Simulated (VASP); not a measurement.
A run of VASP 6.6.1 is set up as follows.

Contents of INCAR:

```
PREC = Accurate ; ENCUT = 520
EDIFF = 1E-6 ; ISMEAR = 0
SIGMA = 0.1 ; LREAL = False
LASPH = True ; NELM = 150
ALGO = Normal ; ISIF = 2
LWAVE = False ; LCHARG = False
ISPIN = 2 ; MAGMOM = 2.44 2.44
LORBIT = 11 ; LMAXMIX = 4
GGA = PE ; NBANDS = 19
```

File KPOINTS:

```
regular mesh
0
Gamma
  14 14 14
```

Contents of POSCAR:

```
Fe
1.0
    2.8316863192      0.0000000000      0.0000000000
    0.0000000000      2.8316863192      0.0000000000
    0.0000000000      0.0000000000      2.8316863192
Fe
2
Direct
    0.0000000000      0.0000000000      0.0000000000
    0.5000000000      0.5000000000      0.5000000000
```

Potentials or basis: VASP PAW PBE potentials, release 64 (Fe).

Run with:

```sh
$ cat potpaw_PBE.64/Fe/POTCAR > POTCAR
$ mpirun -np 1 vasp_std > vasp.out
```

(1) Estimate the site moments.

(2) Predict the net moment.

Results:

(1) Fe +2.19 μB.

(2) 4.38 μB per cell.
